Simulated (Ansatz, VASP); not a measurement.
**Two plane-wave programs on FeSi**

```
Fe Si
1.0
     4.44797    0.00000    0.00000
     0.00000    4.44797    0.00000
     0.00000    0.00000    4.44797
Fe Si
4 4
Direct
  0.13599 0.13599 0.13599
  0.36401 0.86401 0.63599
  0.63599 0.36401 0.86401
  0.86401 0.63599 0.36401
  0.84071 0.84071 0.84071
  0.65929 0.15929 0.34071
  0.34071 0.65929 0.15929
  0.15929 0.34071 0.65929
```

Alike in both runs: functional PBE; k mesh 8 × 8 × 8; occupations gaussian, width 0.01 eV; no spin polarisation.

Ansatz relaxed the structure, and its values are those at the end. VASP's run is a single point on that final structure, the one shown.

|  | VASP | Ansatz |
| --- | --- | --- |
| version | VASP 6.6.1 | Ansatz 0.2.0 |
| potentials or method | VASP PAW PBE potentials, release 64 (Fe, Si), cutoff 520 eV | scalar-relativistic, plane waves, PAW |
| valence electrons in the cell | 48 | 80 |

```csv
,VASP,Ansatz,Ansatz less VASP
gap on the k mesh at the Fermi level (eV),0.16,0.17,+0.007
least direct gap on the mesh (eV),0.17,0.18,+0.006
pressure (GPa),0.2,0.0,-0.19
rms of the force components (eV/Å),0.015,0.000,-0.0143
```

VASP's potentials hold 48 valence electrons a cell and Ansatz's 80, so a difference there can come from the potentials and not from the codes.
